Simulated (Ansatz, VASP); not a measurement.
SrO: VASP beside Ansatz

Contents of INCAR:

```
SYSTEM = SrO
PREC = Accurate
ENCUT = 520
EDIFF = 1E-8
ISMEAR = -1
SIGMA = 0.02
LREAL = .FALSE.
LASPH = .TRUE.
NELM = 80
ALGO = Normal
ISIF = 2
LWAVE = .FALSE.
LCHARG = .FALSE.
GGA = PE
LEFG = .TRUE.
NBANDS = 15
```

KPOINTS

```
regular mesh
0
G
  8 8 8
  0 0 0
```

The input POSCAR:

```
SrO
1.0
    0.0000000000      2.6036170359      2.6036170359
    2.6036170359      0.0000000000      2.6036170359
    2.6036170359      2.6036170359      0.0000000000
Sr O
1 1
Direct
    0.0000000000      0.0000000000      0.0000000000
    0.5000000000      0.5000000000      0.5000000000
```

Input for Ansatz:

```yaml
crystal:
  lattice:
    - [0.0, 2.6036170359, 2.6036170359]
    - [2.6036170359, 0.0, 2.6036170359]
    - [2.6036170359, 2.6036170359, 0.0]
  atoms:
    - { symbol: Sr, position: [0.0, 0.0, 0.0] }
    - { symbol: O, position: [0.5, 0.5, 0.5] }
kpoints:
  mp_grid: { grid: [8, 8, 8] }
scf:
  occupations: { method: fermi_dirac, width: 0.02 }
hamiltonian:
  xc: pbe
  pseudopotentials: { kind: all_electron, datasets: crystal }
output:
  forces: true
  stress: true
  eigenvalues: true
  efg: { contact_densities: true }
```

Change from the starting cell: volume scaled by 1.04, crystal datasets.

Alike in both runs: task electric field gradients; functional PBE; k mesh 8 × 8 × 8; occupations fermi-dirac, width 0.02 eV; no spin polarisation.

|  | VASP | Ansatz |
| --- | --- | --- |
| version | VASP 6.6.1 | Ansatz 0.2.0 |
| potentials or method | VASP PAW PBE potentials, release 64 (Sr_sv, O), cutoff 520 eV | all-electron PAW with datasets made for the crystal, scalar-relativistic |

VASP gave:

```
gap on the k mesh at the Fermi level (eV) : 3.28
pressure (GPa)                            : -0.1
```

**Question.** Which values does Ansatz return?

**Answer.** gap on the k mesh at the Fermi level (eV): 3.33; pressure (GPa): -0.6.

Ansatz ran all-electron here, and VASP with PAW potentials.
